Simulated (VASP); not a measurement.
Here is a VASP 6.6.1 calculation.

INCAR

```
PREC = Accurate ; ENCUT = 520
EDIFF = 1E-6 ; ISMEAR = 0
SIGMA = 0.1 ; LREAL = False
LASPH = True ; NELM = 60
ALGO = Fast ; ISIF = 2
LWAVE = False ; LCHARG = True
GGA = PE ; LELF = True
LVHAR = True ; NBANDS = 27
```

KPOINTS

```
Automatic mesh
0
Gamma
  12 12 12
```

Contents of POSCAR:

```
Sr3Os
1.0
   -2.6643322687      2.6643322687      4.3280957401
    2.6643322687     -2.6643322687      4.3280957401
    2.6643322687      2.6643322687     -4.3280957401
Sr Os
3 1
Direct
    0.5000000000      0.5000000000      0.0000000000
    0.2500000000      0.7500000000      0.5000000000
    0.7500000000      0.2500000000      0.5000000000
    0.0000000000      0.0000000000      0.0000000000
```

Potentials or basis: VASP PAW PBE potentials, release 64 (Sr_sv, Os).

Run with:

```console
$ cat potpaw_PBE.64/Sr_sv/POTCAR potpaw_PBE.64/Os/POTCAR > POTCAR
$ mpirun -np 1 vasp_std > vasp.out
```

Question: What does it give for the band gap on the k mesh?

Answer: Zero (bands 19 and 20 overlap by 0.31 eV).

Question: Estimate the pressure.

Answer: 0.1 GPa.

Caveat: spin-orbit coupling is left out, which moves the levels of the heavy elements.
